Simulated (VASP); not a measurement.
Write the native input for VASP 6.6.1 that does the following.

```
Task                   : single point
Functional             : LDA
Potentials or basis    : VASP PAW LDA potentials, release 64 (Ta_pv, C)
Cutoff                 : 600 eV
k mesh                 : 11 × 11 × 11
Occupations            : methfessel-paxton, width 0.15 eV
Spin                   : no spin polarisation
Dipole correction      : no
Further INCAR settings : ALGO = Normal; EDIFF = 1e-06; NBANDS = 14
```

The structure of TaC lies in POSCAR:

```
TaC
1.0
    0.0000000000      2.1776199197      2.1776199197
    2.1776199197      0.0000000000      2.1776199197
    2.1776199197      2.1776199197      0.0000000000
Ta C
1 1
Direct
    0.0000000000      0.0000000000      0.0000000000
    0.5000000000      0.5000000000      0.5000000000
```

These files were run (other wordings do the same):

INCAR

```
  PREC = Accurate
  ENCUT = 600
  EDIFF = 1E-6
  ISMEAR = 1
  SIGMA = 0.15
  LREAL = False
  LASPH = True
  NELM = 120
  ALGO = Normal
  ISIF = 2
  LWAVE = False
  LCHARG = True
  LELF = True
  LVHAR = True
  NBANDS = 14
  GGA_COMPAT = False
```

KPOINTS

```
regular mesh
0
Gamma
  11 11 11
```

Potentials or basis: VASP PAW LDA potentials, release 64 (Ta_pv, C).

Command:

```console
$ cat potpaw_LDA.64/Ta_pv/POTCAR potpaw_LDA.64/C/POTCAR > POTCAR
$ mpirun -np 1 vasp_std > vasp.out
```

Results of the run:

```json
{
  "Pressure": "17.7 GPa"
}
```

Wall time 18 s on 1 thread of Intel(R) Xeon(R) Platinum 8559C (Emerald Rapids), with other jobs on the host, peak memory 0.16 GiB.
